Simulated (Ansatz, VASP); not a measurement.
One calculation of Ru, two programs

```xyz
2
Lattice="2.7478 0.0000 0.0000 -1.3739 2.3797 0.0000 0.0000 0.0000 4.0744" Properties=species:S:1:pos:R:3 pbc="T T T"
Ru    0.0000    1.5864    1.0186
Ru    1.3739    0.7932    3.0558
```

Alike in both runs: task single point; functional PBEsol; k mesh 21 × 21 × 12; occupations gaussian, width 0.15 eV; no spin polarisation.

```csv
,VASP,Ansatz
version,VASP 6.6.1,Ansatz 0.2.0
potentials or method,"VASP PAW PBE potentials, release 64 (Ru_pv), cutoff 520 eV","scalar-relativistic, plane waves, PAW"
valence electrons in the cell,28,32
```

```tsv
	VASP	Ansatz	Ansatz less VASP
gap on the k mesh at the Fermi level (eV)	none	none	-
pressure (GPa)	2.4	2.5	+0.09
traceless stress, the component that is largest in VASP (GPa)	19.52	19.55	+0.031
```

VASP's potentials were made for PBE, not for PBEsol, and Ansatz warns of the same on its side. A gap of «none» marks a metal or a gap that the smearing closes. VASP's potentials hold 28 valence electrons a cell and Ansatz's 32, so a difference there can come from the potentials and not from the codes.
